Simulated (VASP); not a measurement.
Write the native input for VASP 6.6.1 that does the following.

- Task: single point
- Functional: PBE
- Potentials or basis: VASP PAW PBE potentials, release 64 (Se)
- Cutoff: 520 eV
- k mesh: 10 × 6 × 16
- Occupations: gaussian, width 0.1 eV
- Spin: no spin polarisation
- Dipole correction: no
- Further INCAR settings: ALGO = Normal; EDIFF = 1e-06; NBANDS = 20

The structure of Se lies in POSCAR:

```
Se
1.0
    4.9651807945      0.0000000000      0.0000000000
    0.0000000000      7.8822796330      0.0000000000
    0.0000000000      0.0000000000      2.6943858182
Se
4
Direct
    0.6698391138      0.4012674137      0.2717529057
    0.8301608862      0.9012674137      0.7282470943
    0.3301608862      0.5987325863      0.2717529057
    0.1698391138      0.0987325863      0.7282470943
```

This cell differs from its parent crystal: strained.

One way to write it, as run:

INCAR

```
SYSTEM = Se
  ALGO = Normal
  EDIFF = 1E-6
  ENCUT = 520
  GGA = PE
  ISIF = 2
  ISMEAR = 0
  LASPH = .TRUE.
  LCHARG = .FALSE.
  LREAL = .FALSE.
  LWAVE = .FALSE.
  NBANDS = 20
  NELM = 100
  PREC = Accurate
  SIGMA = 0.1
```

KPOINTS

```
k-points
0
G
  10 6 16
  0 0 0
```

Potentials or basis: VASP PAW PBE potentials, release 64 (Se).

Launch:

```sh
$ cat potpaw_PBE.64/Se/POTCAR > POTCAR
$ mpirun -np 1 vasp_std > vasp.out
```

Results of the run:

```json
{
 "Pressure": "3.3 GPa",
 "Largest force": "0.820 eV/Å",
 "Band gap on the k mesh": "zero (bands 12 and 13 overlap by 3.02 eV)"
}
```

Caveat: the cell differs from its parent crystal (strained); the cell stands under pressure.

Wall time 4.5 min on 1 thread of Intel(R) Xeon(R) Platinum 8259CL CPU @ 2.50GHz (Skylake/Cascade Lake) (shared host), peak memory 0.45 GiB.
